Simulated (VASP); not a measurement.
# Al in VASP: further runs

Al is run at these levels: PBE; tasks: single point.

Everything below comes from runs of VASP 6.6.1. Logs are shortened: lines on timing, memory, paths and dates and some standing lists are left out, and cuts for length are marked.

## (1) The cell of the first run

The structure is tetragonal, space group I4/mmm (No. 139). The conventional cell has a = 2.980 Å, b = 2.980 Å, c = 3.844 Å, α = 90.00°, β = 90.00°, γ = 90.00°. Within 3.9 Å of Al (site symmetry 4/mmm) lie 14 Al at 2.85 to 3.84 Å.

## (2) Single point, PBE

Contents of INCAR:

```
ALGO = Normal
EDIFF = 1E-6
ENCUT = 500
GGA = PE
GGA_COMPAT = False
ISIF = 2
ISMEAR = 0
ISYM = 0
LASPH = True
LCHARG = False
LREAL = False
LWAVE = False
NBANDS = 10
NELM = 120
PREC = Accurate
SIGMA = 0.1
```

Contents of KPOINTS:

```
k-points
0
Gamma
  8 8 18
```

Contents of POSCAR:

```
Al
1.0
    4.2142065355      0.0000000000      0.0000000000
    0.0000000000      4.2142065355      0.0000000000
   -2.1071032677      0.0000000000      1.9219110700
Al
2
Direct
    0.0000000000      0.0000000000      0.0000000000
    0.5000000000      0.5000000000      0.0000000000
```

Potentials or basis: VASP PAW PBE potentials, release 64 (Al).

Started as:

```sh
$ cat potpaw_PBE.64/Al/POTCAR > POTCAR
$ mpirun -np 1 vasp_std > vasp.out
```

OUTCAR:

```text
EDIFF = 1E-6
   ENCUT = 500
   GGA = PE
   ISIF = 2
   ISMEAR = 0
   ISYM = 0
   LASPH = True
   LREAL = False
   NELM = 120
   PREC = Accurate

 ion  position               nearest neighbor table
   1  0.000  0.000  0.000-   2 2.85   2 2.85   2 2.85   2 2.85   2 2.98   2 2.98   2 2.98   2 2.98

   2  0.500  0.500  0.000-   1 2.85   1 2.85   1 2.85   1 2.85   1 2.98   1 2.98   1 2.98   1 2.98

IMPORTANT INFORMATION: All symmetrisations will be switched off!
NOSYMM: (Re-)initialisation of all symmetry stuff for point group C_1.

----------------------------------------------------------------------------------------

                                     Primitive cell

  volume of cell :      34.1323

  direct lattice vectors                    reciprocal lattice vectors
     4.214206535  0.000000000  0.000000000     0.237292594  0.000000000  0.260157719
     0.000000000  4.214206535  0.000000000     0.000000000  0.237292594  0.000000000
    -2.107103268  0.000000000  1.921911070     0.000000000  0.000000000  0.520315438

  length of vectors
     4.214206535  4.214206535  2.851951322     0.352121874  0.237292594  0.520315438

  position of ions in fractional coordinates (direct lattice)
     0.000000000  0.000000000  0.000000000
     0.500000000  0.500000000  0.000000000

  ion indices of the primitive-cell ions
   primitive index   ion index
                 1           1
                 2           2

----------------------------------------------------------------------------------------

 KPOINTS: k-points

Automatic generation of k-mesh.
 Grid dimensions read from file:
 generate k-points for:    8    8   18

 Generating k-lattice:

  Cartesian coordinates                     Fractional coordinates (reciprocal lattice)
     0.029661574  0.000000000  0.032519715     0.125000000  0.000000000 -0.000000000
     0.000000000  0.029661574  0.000000000     0.000000000  0.125000000  0.000000000
     0.000000000  0.000000000  0.028906413     0.000000000  0.000000000  0.055555556

  Length of vectors
     0.044015234  0.029661574  0.028906413

  Shift w.r.t. Gamma in fractional coordinates (k-lattice)
     0.000000000  0.000000000  0.000000000

 -----------------------------------------------------------------------------
|                                                                             |
|           W    W    AA    RRRRR   N    N  II  N    N   GGGG   !!!           |
|           W    W   A  A   R    R  NN   N  II  NN   N  G    G  !!!           |
|           W    W  A    A  R    R  N N  N  II  N N  N  G       !!!           |
|           W WW W  AAAAAA  RRRRR   N  N N  II  N  N N  G  GGG   !            |
[... 77 lines left out ...]
   NELECT =       6.0000    total number of electrons
   NUPDOWN=      -1.0000    fix difference up-down
   EMIN   =  10.00;   EMAX   =-10.00  energy-range for DOS
   EFERMI =   0.00;   METHOD = LEGACY
   ISMEAR =     0;   SIGMA  =   0.10  broadening in eV -4-tet -1-fermi 0-gaus
   EFERMI_NEDOS =   21; number of points for ismear=-14 and -15
   IALGO  =     38    algorithm
   IMIX   =      4    mixing-type and parameters
     AMIX     =   0.40;   BMIX     =  1.00
     AMIX_MAG =   1.60;   BMIX_MAG =  1.00
  volume/ion in A,a.u.               =      17.07       115.17
  Fermi-wavevector in a.u.,A,eV,Ry     =   0.917072  1.733015 11.442795  0.841022
  Thomas-Fermi vector in A             =   2.042000
   LORBIT       =      0    0 simple, 1 ext, 2 COOP (PROOUT), +10 PAW based schemes
   GGA     = PE    functional components
   LHFCALC =     F    Hartree Fock is set to
   AEXX    =    0.0000 exact exchange contribution
   IVDW    =     0    specifies the selected vdW correction
   LEPSILON=     F    determine dielectric tensor
   LRPA    =     F    only Hartree local field effects (RPA)
 non-spin polarized calculation
 Gauss-broadening in eV      SIGMA  =   0.10
  energy-cutoff  :      500.00
  volume of cell :       34.13
 maximum number of plane-waves:       884
   NGX = 15   NGY = 15   NGZ = 11

 number of electron       6.0000000 magnetization

 Free energy of the ion-electron system (eV)
  ---------------------------------------------------
  ext. energy  EPLUGINS =         0.00000000
  ---------------------------------------------------
  free energy    TOTEN  =        -7.44749461 eV

  energy without entropy =       -7.44231014  energy(sigma->0) =       -7.44490238

 E-fermi :   7.5960     XC(G=0): -10.0753

 val. band max:        7.5909983395   @ k =   0.3750  -0.1250   0.1111
 cond. band min:       7.5984949677   @ k =   0.0000   0.5000   0.4444
 fundamental gap:      0.0074966282
 Fermi energy:         7.5960019474

 k-point     1 :       0.0000    0.0000    0.0000
  band No.  band energies     occupation
      1      -3.2500      2.00000
      2       4.4007      2.00000
      3       5.4402      2.00000
      4      13.3525      0.00000
      5      13.4257      0.00000
      6      14.0296      0.00000
      7      17.0003      0.00000
      8      19.8813      0.00000
      9      19.8817      0.00000
     10      20.8195      0.00000
[... 287 lines left out ...]
 k-point    24 :       0.2500    0.3750   -0.0000
  band No.  band energies     occupation
      1      -0.9482      2.00000
      2       1.0895      2.00000
      3       7.8240      0.00126
      4       9.7629      0.00000
      5      12.9654      0.00000
      6      15.3588      0.00000
      7      17.1000      0.00000
      8      17.6289      0.00000
      9      18.3712      0.00000
     10      18.9956      0.00000

 [... further k-points ...]

------------------------ aborting loop because EDIFF is reached ----------------------------------------

  FORCE on cell =-STRESS in cart. coord.  units (eV):
  Direction    XX          YY          ZZ          XY          YZ          ZX
  --------------------------------------------------------------------------------------
  -------------------------------------------------------------------------------------
  Total       -0.8136140     -0.7051285      0.2393009      0.0000000      0.0000000      0.0797629
  in kB      -38.1912680    -33.0989297     11.2328498      0.0000011      0.0000000      3.7440945
  external PRESSURE =     -20.0191159 kB  Pullay stress =       0.0000000 kB

 VOLUME and BASIS-vectors are now :
 -----------------------------------------------------------------------------
  energy-cutoff  :      500.00
  volume of cell :       34.13
      direct lattice vectors                 reciprocal lattice vectors
     4.214206535  0.000000000  0.000000000     0.237292594  0.000000000  0.260157719
     0.000000000  4.214206535  0.000000000     0.000000000  0.237292594  0.000000000
    -2.107103268  0.000000000  1.921911070     0.000000000  0.000000000  0.520315438

 POSITION                                       TOTAL-FORCE (eV/Angst)
 -----------------------------------------------------------------------------------
      0.00000      0.00000      0.00000         0.000000      0.000000      0.000000
      2.10710      2.10710      0.00000        -0.000000     -0.000000     -0.000000
 -----------------------------------------------------------------------------------
    total drift:                                0.000000      0.000000      0.000000

  FREE ENERGIE OF THE ION-ELECTRON SYSTEM (eV)
  ---------------------------------------------------
  free  energy   TOTEN  =        -7.4474946127 eV

  energy  without entropy=       -7.4423101406  energy(sigma->0) =       -7.44490238
```

stdout:

```text
POSCAR found type information on POSCAR Al
 POSCAR found :  1 types and       2 ions
 scaLAPACK will be used
 LDA part: xc-table for (Slater+PW92), standard interpolation
 -----------------------------------------------------------------------------
|                                                                             |
|           W    W    AA    RRRRR   N    N  II  N    N   GGGG   !!!           |
|           W    W   A  A   R    R  NN   N  II  NN   N  G    G  !!!           |
|           W    W  A    A  R    R  N N  N  II  N N  N  G       !!!           |
|           W WW W  AAAAAA  RRRRR   N  N N  II  N  N N  G  GGG   !            |
|           WW  WW  A    A  R   R   N   NN  II  N   NN  G    G                |
|           W    W  A    A  R    R  N    N  II  N    N   GGGG   !!!           |
|                                                                             |
|     Your reciprocal lattice and k-lattice belong to different lattice       |
|     classes:                                                                |
|                                                                             |
|        The reciprocal lattice is base centered orthorhombic,                |
|        whereas your k-lattice is simple monoclinic.                         |
|                                                                             |
|     Results are often still useful ...                                      |
|                                                                             |
 -----------------------------------------------------------------------------

 POSCAR, INCAR and KPOINTS ok, starting setup
 FFT: planning ... GRIDC
 FFT: planning ... GRID_SOFT
 FFT: planning ... GRID
 WAVECAR not read
 entering main loop
```

Run time: 3.4 min. Hardware: 1 thread of Intel Xeon 8259CL, shared host; peak memory 0.27 GiB.

Results:

```yaml
Free_energy: -7.4475 eV
Pressure: -2.0 GPa
Band_gap_on_the_k_mesh: zero (bands 3 and 4 overlap by 11.29 eV)
```

Levels at points of the mesh, in eV from the Fermi level:
```
           k point  band 1  band 2  band 3  band 4  band 5  band 6  band 7  band 8
(0.00, 0.00, 0.00)  -10.85   -3.20   -2.16    5.76    5.83    6.43    9.40   12.29
(0.50, 0.00, 0.00)   -6.33   -6.33    1.05    1.05    2.24    2.24    9.16    9.16
(0.00, 0.50, 0.00)   -8.78   -8.78    7.05    7.05    7.58    7.58    7.78    7.78
(0.50, 0.50, 0.00)   -4.38   -4.38   -4.24   -4.24   10.08   10.08   10.40   10.40
(0.00, 0.00, 0.50)   -3.20   -2.16   -1.84   -0.26    4.43    4.43    4.65    5.76
(0.50, 0.00, 0.50)   -6.33   -6.33    1.05    1.05    2.24    2.24    9.16    9.16
(0.00, 0.50, 0.50)   -1.27   -1.27   -0.18   -0.18    0.06    0.06    1.87    1.87
(0.50, 0.50, 0.50)   -4.38   -4.38   -4.24   -4.24   10.08   10.08   10.40   10.40
```

## (3) Single point, PBE

This run uses another cell than the first one, of 17.34 Å³/atom.

Contents of INCAR:

```
SYSTEM = Al
ALGO     = Normal         ! electronic algorithm
EDIFF    = 1E-6           ! SCF threshold, eV
ENCUT    = 500            ! plane-wave cutoff, eV
GGA      = PE             ! functional
GGA_COMPAT= .False.      
ISIF     = 2              ! what is computed and relaxed
ISMEAR   = 0              ! smearing method
ISYM     = 0            
LASPH    = .True.         ! aspherical terms in the spheres
LCHARG   = .True.         ! write CHGCAR
LELF     = .True.         ! ELF
LREAL    = .False.        ! projectors in reciprocal space
LVHAR    = .True.       
LWAVE    = .False.        ! write WAVECAR
NBANDS   = 10             ! bands
NELM     = 120            ! most SCF steps
PREC     = Accurate       ! precision mode
SIGMA    = 0.1            ! smearing width, eV
```

Contents of KPOINTS:

```
k-points
0
Gamma
  8 8 18
  0 0 0
```

Contents of POSCAR:

```
Al
1.0
    4.2142044138      0.0000000000      0.0042287846
    0.0000000000      4.2142065355      0.0000000000
   -2.1051736474      0.0000000000      1.9504545212
Al
2
Direct
    0.0000000000      0.0000000000      0.0000000000
    0.5000000000      0.5000000000      0.0000000000
```

Potentials or basis: VASP PAW PBE potentials, release 64 (Al).

Started as:

```sh
$ cat potpaw_PBE.64/Al/POTCAR > POTCAR
$ mpirun -np 1 vasp_std > vasp.out
```

It took 3.5 min on 1 thread of Intel Xeon 8259CL, shared host; peak memory 0.27 GiB.

It converged, with:

```
Free energy            : -7.4498 eV
Pressure               : -3.2 GPa
Band gap on the k mesh : zero (bands 3 and 4 overlap by 11.41 eV)
```

Stress tensor (GPa, compression positive):
```
-5.09  0.00 -0.02
 0.00 -4.54  0.00
-0.02  0.00  0.02
```

Levels at points of the mesh, in eV from the Fermi level:
```csv
k point,band 1,band 2,band 3,band 4,band 5,band 6,band 7
"(0.00, 0.00, 0.00)",-10.77,-3.11,-2.08,5.63,5.65,6.16,9.13
"(0.50, 0.00, 0.00)",-6.33,-6.33,1.06,1.06,2.23,2.23,9.15
"(0.00, 0.50, 0.00)",-8.70,-8.70,7.13,7.13,7.42,7.42,7.65
"(0.50, 0.50, 0.00)",-4.36,-4.36,-4.27,-4.27,10.08,10.08,10.47
"(0.00, 0.00, 0.50)",-3.11,-2.08,-2.02,-0.52,4.52,4.52,4.73
"(0.50, 0.00, 0.50)",-6.31,-6.31,1.07,1.07,2.25,2.25,9.10
"(0.00, 0.50, 0.50)",-1.18,-1.18,-0.11,-0.11,-0.10,-0.10,1.59
"(0.50, 0.50, 0.50)",-4.35,-4.35,-4.25,-4.25,10.06,10.06,10.46
```

Caveat: the stress differs along the axes, from -5 to 0 GPa.

The gap in the log of VASP goes by the Fermi energy; the results here count the filled bands.